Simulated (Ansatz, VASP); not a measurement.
Two plane-wave programs on Sb

```
Sb
1.0
     3.36900   -0.01685   -0.01685
    -1.69909    2.92606   -0.00617
    -0.02665   -0.02665    5.33000
Sb
2
Direct
  0.33333 0.66667 0.25000
  0.66667 0.33333 0.75000
```

Change from the starting cell: equal xy, yz and zx shear strains of -1 %, PAW files.

Alike in both runs: task electric field gradients; functional PBEsol; k mesh 12 × 12 × 7; occupations fermi-dirac, width 0.05 eV; no spin polarisation.

```csv
,VASP,Ansatz
version,VASP 6.6.1,Ansatz 0.2.0
potentials or method,"VASP PAW PBE potentials, release 64 (Sb)","PAW with Ansatz's default frozen-core files, scalar-relativistic"
plane-wave cutoff (eV),520,420
valence electrons in the cell,10,30
```

Ansatz gave:

| Item | Value |
| --- | --- |
| pressure (GPa) | -0.2 |
| traceless stress, the component that is largest in VASP (GPa) | -0.79 |
| rms of the force components (eV/Å) | 0.009 |
| size of Vzz on the site where it differs most (V/Å²) | 23.1 |

**Question.** What did VASP give for the same quantities?

**Answer.** Pressure (GPa): -0.2; traceless stress, the component that is largest in VASP (GPa): -0.79; rms of the force components (eV/Å): 0.009; size of Vzz on the site where it differs most (V/Å²): 21.2.

VASP's potentials were made for PBE, not for PBEsol. Atom by atom the forces differ by 0.000 eV/Å (rms over components). VASP's potentials hold 10 valence electrons a cell and Ansatz's 30, so a difference there can come from the potentials and not from the codes.

Spin-orbit coupling is off throughout.
